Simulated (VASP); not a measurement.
# Si (Fd-3m) in VASP: a series of runs

Runs on Si. Level: PBE. Tasks: single point, relaxation of cell and atoms.

All numbers are computed with VASP 6.6.1; they aren't measurements. Logs are shortened: lines on timing, memory, paths and dates and some standing lists are left out, and cuts for length are marked.

### 1 The cell of the first run

Symmetry: Fd-3m, No. 227, cubic system. The conventional cell has a = 5.470 Å, b = 5.470 Å, c = 5.470 Å, α = 90.00°, β = 90.00°, γ = 90.00°. Within 3.1 Å of Si (site symmetry -43m) lie 4 Si at 2.37 Å.

### 2 Single point, PBE

File INCAR:

```
ALGO = Normal
EDIFF = 1E-6
ENCUT = 520
GGA = PE
ISIF = 2
ISMEAR = -1
LASPH = T
LCHARG = T
LELF = T
LREAL = F
LVHAR = T
LWAVE = F
NBANDS = 11
NELM = 100
PREC = Accurate
SIGMA = 0.05
```

File KPOINTS:

```
k-points
0
Gamma
  14 14 14
```

File POSCAR:

```
Si
1.0
    0.0000000000      2.7348942971      2.7348942971
    2.7348942971      0.0000000000      2.7348942971
    2.7348942971      2.7348942971      0.0000000000
Si
2
Direct
    0.7500000000      0.7500000000      0.7500000000
    0.5000000000      0.5000000000      0.5000000000
```

Potentials or basis: VASP PAW PBE potentials, release 64 (Si).

The run is started by

```console
cat potpaw_PBE.64/Si/POTCAR > POTCAR
mpirun -np 1 vasp_std > vasp.out
```

OUTCAR:

```text
EDIFF = 1E-6
   ENCUT = 520
   GGA = PE
   ISIF = 2
   ISMEAR = -1
   LASPH = T
   LREAL = F
   NELM = 100
   PREC = Accurate

 ion  position               nearest neighbor table
   1  0.750  0.750  0.750-   2 2.37   2 2.37   2 2.37   2 2.37
   2  0.500  0.500  0.500-   1 2.37   1 2.37   1 2.37   1 2.37

  LATTYP: Found a face centered cubic cell.
 ALAT       =     5.4697885942

  Lattice vectors:

 A1 = (   0.0000000000,   2.7348942971,   2.7348942971)
 A2 = (   2.7348942971,   0.0000000000,   2.7348942971)
 A3 = (   2.7348942971,   2.7348942971,   0.0000000000)

Analysis of symmetry for initial positions (statically):
=====================================================================
 Subroutine PRICEL returns:
 Original cell was already a primitive cell.

 Routine SETGRP: Setting up the symmetry group for a
 face centered cubic supercell.

 Subroutine GETGRP returns: Found 48 space group operations
 (whereof 24 operations were pure point group operations)
 out of a pool of 48 trial point group operations.

The static configuration has the point symmetry T_d .
 The point group associated with its full space group is O_h .

Analysis of symmetry for dynamics (positions and initial velocities):
=====================================================================
 Subroutine PRICEL returns:
 Original cell was already a primitive cell.

 Routine SETGRP: Setting up the symmetry group for a
 face centered cubic supercell.

 Subroutine GETGRP returns: Found 48 space group operations
 (whereof 24 operations were pure point group operations)
 out of a pool of 48 trial point group operations.

The dynamic configuration has the point symmetry T_d .
 The point group associated with its full space group is O_h .

 Subroutine INISYM returns: Found 48 space group operations
 (whereof 24 operations are pure point group operations),
 and found     1 'primitive' translations

----------------------------------------------------------------------------------------

                                     Primitive cell

  volume of cell :      40.9121

  direct lattice vectors                    reciprocal lattice vectors
     0.000000000  2.734894297  2.734894297    -0.182822422  0.182822422  0.182822422
     2.734894297  0.000000000  2.734894297     0.182822422 -0.182822422  0.182822422
     2.734894297  2.734894297  0.000000000     0.182822422  0.182822422 -0.182822422

  length of vectors
     3.867724607  3.867724607  3.867724607     0.316657724  0.316657724  0.316657724

  position of ions in fractional coordinates (direct lattice)
     0.750000000  0.750000000  0.750000000
     0.500000000  0.500000000  0.500000000

  ion indices of the primitive-cell ions
   primitive index   ion index
                 1           1
                 2           2

----------------------------------------------------------------------------------------

 KPOINTS: k-points

Automatic generation of k-mesh.
 Grid dimensions read from file:
 generate k-points for:   14   14   14

 Generating k-lattice:

  Cartesian coordinates                     Fractional coordinates (reciprocal lattice)
    -0.013058744  0.013058744  0.013058744     0.071428571  0.000000000  0.000000000
     0.013058744 -0.013058744  0.013058744     0.000000000  0.071428571  0.000000000
     0.013058744  0.013058744 -0.013058744     0.000000000  0.000000000  0.071428571

  Length of vectors
     0.022618409  0.022618409  0.022618409

  Shift w.r.t. Gamma in fractional coordinates (k-lattice)
     0.000000000  0.000000000  0.000000000

 Subroutine IBZKPT returns following result:
 ===========================================

 Found    104 irreducible k-points:

 Following reciprocal coordinates:
            Coordinates               Weight
  0.000000  0.000000  0.000000      1.000000
  0.071429  0.000000  0.000000      8.000000
  0.142857  0.000000  0.000000      8.000000
  0.214286  0.000000  0.000000      8.000000
  0.285714  0.000000  0.000000      8.000000
  0.357143  0.000000  0.000000      8.000000
[... 16 lines left out ...]
  0.214286  0.142857  0.000000     24.000000
  0.285714  0.142857  0.000000     24.000000
 [... further k-points ...]
   k-points           NKPTS =    104   k-points in BZ     NKDIM =    104   number of bands    NBANDS=     11
   number of dos      NEDOS =    301   number of ions     NIONS =      2
   total plane-waves  NPLWV =  27000
   dimension x,y,z NGX =    30 NGY =   30 NGZ =   30
   dimension x,y,z NGXF=    60 NGYF=   60 NGZF=   60
   ions per type =               2
   NGX,Y,Z   is equivalent  to a cutoff of  12.89, 12.89, 12.89 a.u.
   NGXF,Y,Z  is equivalent  to a cutoff of  25.79, 25.79, 25.79 a.u.
 SYSTEM =  unknown system
   PREC   = accura    normal or accurate (medium, high low for compatibility)
   ISTART =      0    job   : 0-new  1-cont  2-samecut
   ICHARG =      2    charge: 1-file 2-atom 10-const
   ISPIN  =      1    spin polarized calculation?
   LNONCOLLINEAR =      F non collinear calculations
   LSORBIT =      F    spin-orbit coupling
   LASPH  =      T    aspherical Exc in radial PAW
   ENCUT  =  520.0 eV  38.22 Ry    6.18 a.u.   7.19  7.19  7.19*2*pi/ulx,y,z
   NELM   =    100;   NELMIN=  2; NELMDL= -5     # of ELM steps
   EDIFF  = 0.1E-05   stopping-criterion for ELM
   LREAL  =      F    real-space projection
[... 7 lines left out ...]
   TEBEG  =    0.0;   TEEND  =   0.0 temperature during run
   PSTRESS=    0.0 pullay stress
   NELECT =       8.0000    total number of electrons
   NUPDOWN=      -1.0000    fix difference up-down
   EMIN   =  10.00;   EMAX   =-10.00  energy-range for DOS
   EFERMI =   0.00;   METHOD = LEGACY
   ISMEAR =    -1;   SIGMA  =   0.05  broadening in eV -4-tet -1-fermi 0-gaus
   EFERMI_NEDOS =   21; number of points for ismear=-14 and -15
   IALGO  =     38    algorithm
   IMIX   =      4    mixing-type and parameters
     AMIX     =   0.40;   BMIX     =  1.00
     AMIX_MAG =   1.60;   BMIX_MAG =  1.00
  volume/ion in A,a.u.               =      20.46       138.04
  Fermi-wavevector in a.u.,A,eV,Ry     =   0.950213  1.795642 12.284764  0.902905
  Thomas-Fermi vector in A             =   2.078569
   LORBIT       =      0    0 simple, 1 ext, 2 COOP (PROOUT), +10 PAW based schemes
   GGA     = PE    functional components
[... 5 lines left out ...]
 non-spin polarized calculation
  energy-cutoff  :      520.00
  volume of cell :       40.91
 maximum number of plane-waves:      1119
 NGX is ok and might be reduce to    30
   NGX = 15   NGY = 15   NGZ = 15

 number of electron       8.0000001 magnetization

 Free energy of the ion-electron system (eV)
  ---------------------------------------------------
  ext. energy  EPLUGINS =         0.00000000
  ---------------------------------------------------
  free energy    TOTEN  =       -10.84989887 eV

  energy without entropy =      -10.84988852  energy(sigma->0) =      -10.84989369

 E-fermi :   5.9119     XC(G=0):  -9.3254

 val. band max:        5.6098113634   @ k =   0.0000   0.0000   0.0000
 cond. band min:       6.2227892830   @ k =   0.4286   0.4286   0.0000
 fundamental gap:      0.6129779196
 Fermi energy:         5.9119461362

 k-point     1 :       0.0000    0.0000    0.0000
  band No.  band energies     occupation
      1      -6.2008      2.00000
      2       5.6098      1.99526
      3       5.6098      1.99526
      4       5.6098      1.99526
      5       8.1668      0.00000
      6       8.1668      0.00000
      7       8.1668      0.00000
      8       8.7370      0.00000
      9      13.3190      0.00000
     10      13.3190      0.00000
     11      13.4848      0.00000

 k-point     2 :       0.0714    0.0000    0.0000
  band No.  band energies     occupation
      1      -6.1351      2.00000
      2       4.9438      2.00000
      3       5.5041      1.99943
      4       5.5041      1.99943
      5       8.1947      0.00000
      6       8.3223      0.00000
      7       8.3223      0.00000
      8       9.2647      0.00000
      9      13.1147      0.00000
     10      13.1147      0.00000
     11      13.7679      0.00000

 k-point     3 :       0.1429    0.0000    0.0000
  band No.  band energies     occupation
      1      -5.9396      2.00000
      2       3.6902      2.00000
      3       5.2606      2.00000
      4       5.2606      2.00000
      5       7.9863      0.00000
      6       8.6776      0.00000
      7       8.6776      0.00000
      8      10.4548      0.00000
      9      12.7705      0.00000
     10      12.7705      0.00000
     11      14.4308      0.00000

 k-point     4 :       0.2143    0.0000    0.0000
  band No.  band energies     occupation
      1      -5.6196      2.00000
      2       2.3666      2.00000
      3       4.9899      2.00000
      4       4.9899      2.00000
      5       7.7038      0.00000
      6       9.0071      0.00000
      7       9.0071      0.00000
      8      11.7377      0.00000
      9      12.6731      0.00000
     10      12.6731      0.00000
     11      14.6598      0.00000

 k-point     5 :       0.2857    0.0000    0.0000
  band No.  band energies     occupation
      1      -5.1877      2.00000
      2       1.1087      2.00000
      3       4.7533      2.00000
      4       4.7533      2.00000
      5       7.4425      0.00000
      6       9.1347      0.00000
      7       9.1347      0.00000
      8      12.9175      0.00000
      9      13.0493      0.00000
     10      13.0493      0.00000
     11      14.4348      0.00000
[... 211 lines left out ...]
 k-point    21 :      -0.0714    0.0714    0.0000
  band No.  band energies     occupation
      1      -6.0261      2.00000
      2       4.3315      2.00000
      3       4.9634      2.00000
      4       5.5257      1.99912
      5       8.3473      0.00000
      6       8.4374      0.00000
      7       8.4659      0.00000
      8       9.9540      0.00000
      9      12.6033      0.00000
     10      13.1704      0.00000
     11      14.1958      0.00000

 k-point    22 :       0.1429    0.1429    0.0000
  band No.  band energies     occupation
      1      -5.8512      2.00000
      2       3.9609      2.00000
      3       4.6610      2.00000
      4       4.6610      2.00000
      5       7.4980      0.00000
      6       9.5432      0.00000
      7       9.5432      0.00000
      8       9.8955      0.00000
      9      12.0217      0.00000
     10      13.7083      0.00000
     11      14.8418      0.00000

 k-point    23 :       0.2143    0.1429    0.0000
  band No.  band energies     occupation
      1      -5.6138      2.00000
      2       3.0294      2.00000
      3       4.3593      2.00000
      4       4.4087      2.00000
      5       7.4760      0.00000
      6       9.4924      0.00000
      7      10.0395      0.00000
      8      10.1805      0.00000
      9      12.4710      0.00000
     10      13.8232      0.00000
     11      15.5187      0.00000

 k-point    24 :       0.2857    0.1429    0.0000
  band No.  band energies     occupation
      1      -5.2555      2.00000
      2       1.8777      2.00000
      3       4.0789      2.00000
      4       4.1280      2.00000
      5       7.6856      0.00000
      6       9.4346      0.00000
      7      10.1718      0.00000
      8      10.3213      0.00000
      9      13.6170      0.00000
     10      14.0838      0.00000
     11      15.7486      0.00000

 [... further k-points ...]

------------------------ aborting loop because EDIFF is reached ----------------------------------------

  FORCE on cell =-STRESS in cart. coord.  units (eV):
  Direction    XX          YY          ZZ          XY          YZ          ZX
  --------------------------------------------------------------------------------------
  -------------------------------------------------------------------------------------
  Total       -0.0136724     -0.0136724     -0.0136724     -0.0000000      0.0000000      0.0000000
  in kB       -0.5354329     -0.5354329     -0.5354329     -0.0000000      0.0000000      0.0000000
  external PRESSURE =      -0.5354329 kB  Pullay stress =       0.0000000 kB

 VOLUME and BASIS-vectors are now :
 -----------------------------------------------------------------------------
  energy-cutoff  :      520.00
  volume of cell :       40.91
      direct lattice vectors                 reciprocal lattice vectors
     0.000000000  2.734894297  2.734894297    -0.182822422  0.182822422  0.182822422
     2.734894297  0.000000000  2.734894297     0.182822422 -0.182822422  0.182822422
     2.734894297  2.734894297  0.000000000     0.182822422  0.182822422 -0.182822422

 POSITION                                       TOTAL-FORCE (eV/Angst)
 -----------------------------------------------------------------------------------
      4.10234      4.10234      4.10234         0.000000      0.000000      0.000000
      2.73489      2.73489      2.73489        -0.000000     -0.000000     -0.000000
 -----------------------------------------------------------------------------------
    total drift:                                0.000000     -0.000000     -0.000000

  FREE ENERGIE OF THE ION-ELECTRON SYSTEM (eV)
  ---------------------------------------------------
  free  energy   TOTEN  =       -10.8498988682 eV

  energy  without entropy=      -10.8498885185  energy(sigma->0) =      -10.84989369
```

Run time: 30 s. Hardware: 1 thread of Intel Xeon Platinum 8375C at 2.90GHz (Ice Lake), shared host; peak memory 0.18 GiB.

What came out:

| Property | Result |
| --- | --- |
| Free energy | -10.8499 eV |
| Pressure | -0.1 GPa |
| Band gap on the k mesh | 0.61 eV, indirect (least direct gap 2.56 eV) |

Levels at points of the mesh, in eV from the valence-band top:
| k point | band 1 | band 2 | band 3 | band 4 | band 5 | band 6 | band 7 | band 8 | band 9 |
| --- | --- | --- | --- | --- | --- | --- | --- | --- | --- |
| (0.00, 0.00, 0.00) | -11.81 | 0.00 | 0.00 | 0.00 | 2.56 | 2.56 | 2.56 | 3.13 | 7.71 |
| (0.50, 0.00, 0.00) | -9.53 | -6.87 | -1.18 | -1.18 | 1.46 | 3.35 | 3.35 | 7.70 | 10.49 |
| (0.50, 0.50, 0.00) | -7.74 | -7.74 | -2.79 | -2.79 | 0.75 | 0.75 | 9.93 | 9.93 | 10.91 |

A k mesh can miss the band edges. As with any semilocal functional, this PBE gap is likely too small.

### 3 Relaxation of cell and atoms, PBE

This run uses another cell than the first one, of 19.98 Å³/atom, 0.977 times its volume.

File INCAR:

```
PREC = Accurate
ENCUT = 600
EDIFF = 1E-6
ISMEAR = -1
SIGMA = 0.05
LREAL = F
LASPH = T
NELM = 80
ALGO = Normal
ISIF = 3
LWAVE = F
LCHARG = F
GGA = PE
IBRION = 2
NSW = 80
EDIFFG = -0.01
```

File KPOINTS:

```
Automatic mesh
0
Gamma
  14 14 14
```

File POSCAR:

```
Si
1.0
    0.0000000000      2.7135600000      2.7135600000
    2.7135600000      0.0000000000      2.7135600000
    2.7135600000      2.7135600000      0.0000000000
Si
2
Direct
    0.7500000000      0.7500000000      0.7500000000
    0.5000000000      0.5000000000      0.5000000000
```

Potentials or basis: VASP PAW PBE potentials, release 64 (Si).

The run is started by

```console
cat potpaw_PBE.64/Si/POTCAR > POTCAR
mpirun -np 1 vasp_std > vasp.out
```

Wall time 42 s (1 thread of Intel Xeon Platinum 8375C at 2.90GHz (Ice Lake), shared host); peak memory 0.19 GiB.

It converged, with:

* Free energy: -10.8500 eV
* Relaxed volume: 20.44 Å³/atom
* Relaxed cell: a = 3.867 Å, b = 3.867 Å, c = 3.867 Å, α = 60.00°, β = 60.00°, γ = 60.00°
* Space group after relaxing (to 0.05 Å): Fd-3m (No. 227)
* Energy gained by relaxing: 3.0 meV/atom
* Ionic steps: 3
* Pressure after relaxing: 0.0 GPa
* Band gap on the k mesh: 0.61 eV, indirect (least direct gap 2.56 eV)

The path:
| step | energy change (eV) | largest force (eV/Å) | pressure (GPa) | volume (Å³) |
| --- | --- | --- | --- | --- |
| 1 | 0.0000 | 0.0000 | 2.15 | 39.96 |
| 2 | -0.0033 | 0.0000 | -1.34 | 41.53 |
| 3 | -0.0060 | 0.0000 | 0.01 | 40.89 |

Final structure:
```
Si
1.0
     0.00000    2.73430    2.73430
     2.73430    0.00000    2.73430
     2.73430    2.73430    0.00000
Si
2
Direct
  0.75000 0.75000 0.75000
  0.50000 0.50000 0.50000
```

Levels at points of the mesh, in eV from the valence-band top:
| k point | band 2 | band 3 | band 4 | band 5 | band 6 | band 7 |
| --- | --- | --- | --- | --- | --- | --- |
| (0.00, 0.00, 0.00) | 0.00 | 0.00 | 0.00 | 2.56 | 2.56 | 2.56 |
| (0.50, 0.00, 0.00) | -6.87 | -1.18 | -1.18 | 1.47 | 3.35 | 3.35 |
| (0.50, 0.50, 0.00) | -7.75 | -2.79 | -2.79 | 0.75 | 0.75 | 9.94 |

A k mesh can miss the band edges. PBE usually gives volumes a little too large and moduli too small.
